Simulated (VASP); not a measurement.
# Tl3ICl2 (P-4m2) in VASP: single point with PBE

Aim: the single point of Tl3ICl2 with PBE.

Program: VASP 6.6.1. These are calculated values, not measurements. Logs are shortened: lines on timing, memory, paths and dates and some standing lists are left out, and cuts for length are marked.

**1. The cell of the first run**

Symmetry: P-4m2, No. 115, tetragonal system. The conventional cell has a = 4.717 Å, b = 4.717 Å, c = 10.112 Å, α = 90.00°, β = 90.00°, γ = 90.00°. Within 3.9 Å of Tl (site symmetry 2mm) lie 5 Cl at 2.98 to 3.34 Å. Within 4.4 Å of Tl (site symmetry -4m2) lie 4 I at 3.34 Å and 4 Tl at 4.22 Å and 4 Cl at 4.33 Å. I (site symmetry -4m2) has 8 Tl at 3.34 to 4.22 Å and 4 Cl at 4.33 Å within 4.4 Å. Within 3.9 Å of Cl (site symmetry 2mm) lie 5 Tl at 2.98 to 3.34 Å.

The cell was generated, and may not be a known phase.

**2. Single point, PBE**

File INCAR:

```
  ALGO = Normal
  EDIFF = 1E-6
  ENCUT = 500
  GGA = PE
  GGA_COMPAT = F
  ISIF = 2
  ISMEAR = 0
  LASPH = T
  LCHARG = F
  LREAL = F
  LWAVE = F
  NBANDS = 39
  NELM = 120
  PREC = Accurate
  SIGMA = 0.15
```

File KPOINTS:

```
k-points
0
Gamma
  3 3 2
```

File POSCAR:

```
Tl3ICl2
1.0
    4.7167506751      0.0000000000      0.0000000000
    0.0000000000      4.7167506751      0.0000000000
    0.0000000000      0.0000000000     10.1123297825
Tl I Cl
3 1 2
Direct
    0.0000000000      0.5000000000      0.3460569415
    0.5000000000      0.0000000000      0.6539430585
    0.5000000000      0.5000000000      0.0000000000
    0.0000000000      0.0000000000      0.0000000000
    0.0000000000      0.5000000000      0.6410208336
    0.5000000000      0.0000000000      0.3589791664
```

Potentials or basis: VASP PAW PBE potentials, release 64 (Tl_d, I, Cl).

Started as:

```
cat potpaw_PBE.64/Tl_d/POTCAR potpaw_PBE.64/I/POTCAR potpaw_PBE.64/Cl/POTCAR > POTCAR
mpirun -np 1 vasp_std > vasp.out
```

OUTCAR:

```text
EDIFF = 1E-6
   ENCUT = 500
   GGA = PE
   ISIF = 2
   ISMEAR = 0
   LASPH = T
   LREAL = F
   NELM = 120
   PREC = Accurate

 ion  position               nearest neighbor table
   1  0.000  0.500  0.346-   5 2.98   6 3.34   6 3.34   6 3.34   6 3.34
   2  0.500  0.000  0.654-   6 2.98   5 3.34   5 3.34   5 3.34   5 3.34
   3  0.500  0.500  0.000-   4 3.34   4 3.34   4 3.34   4 3.34
   4  0.000  0.000  0.000-   3 3.34   3 3.34   3 3.34   3 3.34
   5  0.000  0.500  0.641-   1 2.98   2 3.34   2 3.34   2 3.34   2 3.34
   6  0.500  0.000  0.359-   2 2.98   1 3.34   1 3.34   1 3.34   1 3.34

  LATTYP: Found a simple tetragonal cell.
 ALAT       =     4.7167506751
 C/A-ratio  =     2.1439186591

  Lattice vectors:

 A1 = (   4.7167506751,   0.0000000000,   0.0000000000)
 A2 = (   0.0000000000,   4.7167506751,   0.0000000000)
 A3 = (   0.0000000000,   0.0000000000,  10.1123297825)

Analysis of symmetry for initial positions (statically):
=====================================================================
 Subroutine PRICEL returns:
 Original cell was already a primitive cell.

 Routine SETGRP: Setting up the symmetry group for a
 simple tetragonal supercell.

 Subroutine GETGRP returns: Found  8 space group operations
 (whereof  8 operations were pure point group operations)
 out of a pool of 16 trial point group operations.

The static configuration has the point symmetry D_2d.

Analysis of symmetry for dynamics (positions and initial velocities):
=====================================================================
 Subroutine PRICEL returns:
 Original cell was already a primitive cell.

 Routine SETGRP: Setting up the symmetry group for a
 simple tetragonal supercell.

 Subroutine GETGRP returns: Found  8 space group operations
 (whereof  8 operations were pure point group operations)
 out of a pool of 16 trial point group operations.

The dynamic configuration has the point symmetry D_2d.

 Subroutine INISYM returns: Found  8 space group operations
 (whereof  8 operations are pure point group operations),
 and found     1 'primitive' translations

----------------------------------------------------------------------------------------

                                     Primitive cell

  volume of cell :     224.9765

  direct lattice vectors                    reciprocal lattice vectors
[... 78 lines left out ...]
   EDIFFG = 0.1E-04   stopping-criterion for IOM
   NSW    =      0    number of steps for IOM
   IBRION =     -1    ionic relax: 0-MD 1-quasi-New 2-CG
   NFREE  =      0    steps in history (QN), initial steepest desc. (CG)
   ISIF   =      2    stress and relaxation
   ISYM   =      2    0-nonsym 1-usesym 2-fastsym
   POTIM  = 0.5000    time-step for ionic-motion
   TEBEG  =    0.0;   TEEND  =   0.0 temperature during run
   PSTRESS=    0.0 pullay stress
   NELECT =      60.0000    total number of electrons
   NUPDOWN=      -1.0000    fix difference up-down
   EMIN   =  10.00;   EMAX   =-10.00  energy-range for DOS
   EFERMI =   0.00;   METHOD = LEGACY
   ISMEAR =     0;   SIGMA  =   0.15  broadening in eV -4-tet -1-fermi 0-gaus
   EFERMI_NEDOS =   21; number of points for ismear=-14 and -15
   IALGO  =     38    algorithm
   IMIX   =      4    mixing-type and parameters
     AMIX     =   0.40;   BMIX     =  1.00
     AMIX_MAG =   1.60;   BMIX_MAG =  1.00
  volume/ion in A,a.u.               =      37.50       253.04
  Fermi-wavevector in a.u.,A,eV,Ry     =   1.053771  1.991338 15.108361  1.110433
  Thomas-Fermi vector in A             =   2.188905
   LORBIT       =      0    0 simple, 1 ext, 2 COOP (PROOUT), +10 PAW based schemes
   GGA     = PE    functional components
   LHFCALC =     F    Hartree Fock is set to
   AEXX    =    0.0000 exact exchange contribution
   IVDW    =     0    specifies the selected vdW correction
   LEPSILON=     F    determine dielectric tensor
   LRPA    =     F    only Hartree local field effects (RPA)
 non-spin polarized calculation
 Gauss-broadening in eV      SIGMA  =   0.15
  energy-cutoff  :      500.00
  volume of cell :      224.98
 maximum number of plane-waves:      5741
 NGX is ok and might be reduce to    36
   NGX = 17   NGY = 17   NGZ = 37

 number of electron      59.9999988 magnetization

 Free energy of the ion-electron system (eV)
  ---------------------------------------------------
  ext. energy  EPLUGINS =         0.00000000
  ---------------------------------------------------
  free energy    TOTEN  =       -16.95897687 eV

  energy without entropy =      -16.95897687  energy(sigma->0) =      -16.95897687

 E-fermi :   2.2552     XC(G=0):  -8.0193

 val. band max:        1.5619701857   @ k =   0.3333   0.0000   0.0000
 cond. band min:       3.8166515997   @ k =   0.3333   0.0000   0.0000
 fundamental gap:      2.2546814140
 Fermi energy:         2.2552479465

 k-point     1 :       0.0000    0.0000    0.0000
  band No.  band energies     occupation
      1     -11.9922      2.00000
      2     -11.8893      2.00000
      3      -9.9144      2.00000
      4      -8.5750      2.00000
      5      -8.5750      2.00000
      6      -8.5218      2.00000
[... 241 lines left out ...]
     38       7.0336      0.00000
     39       8.1654      0.00000

------------------------ aborting loop because EDIFF is reached ----------------------------------------

  FORCE on cell =-STRESS in cart. coord.  units (eV):
  Direction    XX          YY          ZZ          XY          YZ          ZX
  --------------------------------------------------------------------------------------
  -------------------------------------------------------------------------------------
  Total        0.0722839      0.0722839      0.1040926      0.0000000     -0.0000000      0.0000000
  in kB        0.5147724      0.5147724      0.7412989      0.0000000     -0.0000000      0.0000000
  external PRESSURE =       0.5902812 kB  Pullay stress =       0.0000000 kB

 VOLUME and BASIS-vectors are now :
 -----------------------------------------------------------------------------
  energy-cutoff  :      500.00
  volume of cell :      224.98
      direct lattice vectors                 reciprocal lattice vectors
     4.716750675  0.000000000  0.000000000     0.212010358  0.000000000  0.000000000
     0.000000000  4.716750675  0.000000000     0.000000000  0.212010358  0.000000000
     0.000000000  0.000000000 10.112329782     0.000000000  0.000000000  0.098889180

 POSITION                                       TOTAL-FORCE (eV/Angst)
 -----------------------------------------------------------------------------------
      0.00000      2.35838      3.49944        -0.000000      0.000000      0.003448
      2.35838      0.00000      6.61289         0.000000      0.000000     -0.003448
      2.35838      2.35838      0.00000        -0.000000     -0.000000      0.000000
      0.00000      0.00000      0.00000        -0.000000      0.000000      0.000000
      0.00000      2.35838      6.48221        -0.000000      0.000000     -0.054346
      2.35838      0.00000      3.63012        -0.000000      0.000000      0.054346
 -----------------------------------------------------------------------------------
    total drift:                                0.000000      0.000000      0.000000

  FREE ENERGIE OF THE ION-ELECTRON SYSTEM (eV)
  ---------------------------------------------------
  free  energy   TOTEN  =       -16.9589768723 eV

  energy  without entropy=      -16.9589768723  energy(sigma->0) =      -16.95897687
```

stdout:

```text
POSCAR found type information on POSCAR TlI Cl
 POSCAR found :  3 types and       6 ions
 scaLAPACK will be used
 LDA part: xc-table for (Slater+PW92), standard interpolation
 POSCAR, INCAR and KPOINTS ok, starting setup
 FFT: planning ... GRIDC
 FFT: planning ... GRID_SOFT
 FFT: planning ... GRID
 WAVECAR not read
 entering main loop
```

Run time: 1.7 min. Hardware: 1 thread of Intel Xeon 8259CL, shared host; peak memory 0.32 GiB.

Results:

| Item | Value |
| --- | --- |
| Free energy | -16.9590 eV |
| Pressure | 0.1 GPa |
| Largest force | 0.054 eV/Å |
| Band gap on the k mesh | 2.25 eV |

Forces in eV/Å, atoms in the order of the input:
```
Tl   0.000  0.000  0.003
Tl   0.000  0.000 -0.003
Tl   0.000  0.000  0.000
I    0.000  0.000  0.000
Cl   0.000  0.000 -0.054
Cl   0.000  0.000  0.054
```

Caveat: the k points lie up to 0.44 Å⁻¹ apart; spin-orbit coupling is left out, which moves the levels of the heavy elements. A k mesh can miss the band edges.
